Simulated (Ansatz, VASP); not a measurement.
# Two plane-wave programs on Ni3Pt

INCAR

```
PREC = Accurate
ENCUT = 520
EDIFF = 1E-6
ISMEAR = -1
SIGMA = 0.05
LREAL = F
LASPH = T
NELM = 80
ALGO = Normal
ISIF = 2
LWAVE = F
LCHARG = T
LELF = T
LVHAR = T
NBANDS = 28
```

KPOINTS

```
Automatic mesh
0
Gamma
  9 9 9
```

POSCAR

```
Ni3Pt
1.0
    3.5505752776      0.0000000000      0.0000000000
    0.0000000000      3.5505752776      0.0000000000
    0.0000000000      0.0000000000      3.5505752776
Ni Pt
3 1
Direct
    0.5000000000      0.0000000000      0.5000000000
    0.0000000000      0.5000000000      0.5000000000
    0.5000000000      0.5000000000      0.0000000000
    0.0000000000      0.0000000000      0.0000000000
```

Input for Ansatz:

```yaml
crystal:
  lattice:
    - [3.5505752776, 0.0, 0.0]
    - [0.0, 3.5505752776, 0.0]
    - [0.0, 0.0, 3.5505752776]
  atoms:
    - { symbol: Ni, position: [0.5, 0.0, 0.5] }
    - { symbol: Ni, position: [0.0, 0.5, 0.5] }
    - { symbol: Ni, position: [0.5, 0.5, 0.0] }
    - { symbol: Pt, position: [0.0, 0.0, 0.0] }
kpoints:
  mp_grid: { grid: [9, 9, 9] }
scf:
  occupations: { method: fermi_dirac, width: 0.05 }
  lower_state_search: "off"
hamiltonian:
  xc: lda
  pseudopotentials: { kind: paw }
output:
  forces: true
  stress: true
  eigenvalues: true
```

Change from the starting cell: volume scaled by 0.94, no spin polarisation, PAW files.

Alike in both runs: task single point; functional LDA; k mesh 9 × 9 × 9; occupations fermi-dirac, width 0.05 eV; no spin polarisation.

|  | VASP | Ansatz |
| --- | --- | --- |
| version | VASP 6.6.1 | Ansatz 0.2.0 |
| potentials or method | VASP PAW LDA potentials, release 64 (Ni, Pt) | PAW with Ansatz's default frozen-core files, scalar-relativistic |
| plane-wave cutoff (eV) | 520 | 420 |
| valence electrons in the cell | 40 | 72 |

Ansatz gave:

| Quantity | Value |
| --- | --- |
| pressure (GPa) | 1.4 |

**Question.** Which values does VASP return?

**Answer.** Pressure (GPa): 1.7.

LDA's correlation is that of Perdew and Zunger in VASP and of Perdew and Wang (1992) in Ansatz. VASP's potentials hold 40 valence electrons a cell and Ansatz's 72, so a difference there can come from the potentials and not from the codes.

Neither program's run includes spin-orbit coupling.
